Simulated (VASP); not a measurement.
Write the native input for VASP 6.6.1 that does the following.

| Item | Value |
| --- | --- |
| Task | single point |
| Functional | r2SCAN |
| Potentials or basis | VASP PAW PBE potentials, release 64 (Ir_sv_GW, S) |
| Cutoff | 620 eV |
| k mesh | 12 × 12 × 12 |
| Occupations | gaussian, width 0.05 eV |
| Spin | no spin polarisation |
| Dipole correction | no |
| Further INCAR settings | ALGO = Normal; EDIFF = 1e-06; NBANDS = 18 |

Crystal: IrS.

```
Ir S
1.0
     0.00000    2.46052    2.46052
     2.46052    0.00000    2.46052
     2.46052    2.46052    0.00000
Ir S
1 1
Direct
  0.50000 0.50000 0.50000
  0.00000 0.00000 0.00000
```

One way to write it, as run:

POSCAR

```
IrS
1.0
    0.0000000000      2.4605182162      2.4605182162
    2.4605182162      0.0000000000      2.4605182162
    2.4605182162      2.4605182162      0.0000000000
Ir S
1 1
Direct
    0.5000000000      0.5000000000      0.5000000000
    0.0000000000      0.0000000000      0.0000000000
```

INCAR.step1

```
SYSTEM = IrS
  PREC = Accurate
  ENCUT = 620
  ISMEAR = 0
  SIGMA = 0.05
  LREAL = .False.
  LASPH = .True.
  NELM = 120
  NBANDS = 18
  GGA = PE
  ALGO = Normal
  EDIFF = 1E-5
  LWAVE = .True.
  LCHARG = .False.
  GGA_COMPAT = .False.
```

INCAR.step2

```
SYSTEM = IrS
  PREC = Accurate
  ENCUT = 620
  EDIFF = 1E-6
  ISMEAR = 0
  SIGMA = 0.05
  LREAL = .False.
  LASPH = .True.
  NELM = 120
  ALGO = Normal
  ISIF = 2
  LWAVE = .False.
  LCHARG = .True.
  METAGGA = R2SCAN
  LMIXTAU = .True.
  LELF = .True.
  LVHAR = .True.
  NBANDS = 18
  ISTART = 1
  GGA_COMPAT = .False.
```

KPOINTS

```
regular mesh
0
Gamma
  12 12 12
  0 0 0
```

Potentials or basis: VASP PAW PBE potentials, release 64 (Ir_sv_GW, S).

Launch:

```bash
$ cat potpaw_PBE.64/Ir_sv_GW/POTCAR potpaw_PBE.64/S/POTCAR > POTCAR
$ cp INCAR.step1 INCAR
$ mpirun -np 1 vasp_std > vasp.out
$ cp INCAR.step2 INCAR
$ mpirun -np 1 vasp_std > vasp.out
```

It gave:

```yaml
Pressure: -0.7 GPa
Band_gap_on_the_k_mesh: zero (an odd number of electrons rules out a gap without spin polarisation)
```

Caveat: the PAW data sets were made with another functional, which shifts forces and pressure a little; spin-orbit coupling is left out, which moves the levels of the heavy elements; an odd number of electrons without spin polarisation forces a metal; a magnetic or distorted state may lie lower.

Wall time 65 s on 1 thread of Intel(R) Xeon(R) 6975P-C (Granite Rapids) (shared host), peak memory 0.2 GiB.
